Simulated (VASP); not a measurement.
Here is a VASP 6.6.1 calculation.

The input INCAR:

```
SYSTEM = C
PREC = Accurate
ENCUT = 520
EDIFF = 1E-7
ISMEAR = 0
SIGMA = 0.05
LREAL = .False.
LASPH = .True.
NELM = 60
ALGO = Normal
ISIF = 2
LWAVE = .False.
LCHARG = .True.
GGA = CA
LELF = .True.
LVHAR = .True.
NBANDS = 11
```

File KPOINTS:

```
Automatic mesh
0
Gamma
  14 14 14
  0 0 0
```

Contents of POSCAR:

```
C
1.0
    0.0000000000      2.1908100000      3.3480000000
    1.2648400000      0.0000000000      3.3480000000
    1.2648400000      2.1908100000      0.0000000000
C
2
Direct
    0.1666700000      0.8333300000      0.1666700000
    0.8333300000      0.1666700000      0.8333300000
```

Potentials or basis: VASP PAW LDA potentials, release 64 (C).

Run with:

```console
$ cat potpaw_LDA.64/C/POTCAR > POTCAR
$ mpirun -np 1 vasp_std > vasp.out
```

Estimate the band gap on the k mesh.

0.21 eV, indirect (least direct gap 0.28 eV).

Estimate the largest force.

0.038 eV/Å.

Estimate the pressure.

-24.7 GPa.

Forces in eV/Å, atoms in the order of the input:
```
C    0.000  0.038  0.000
C    0.000 -0.038  0.000
```

Caveat: the cell differs from its parent crystal (strain +0.030 along x and y, +0.000 along z). A k mesh can miss the band edges.
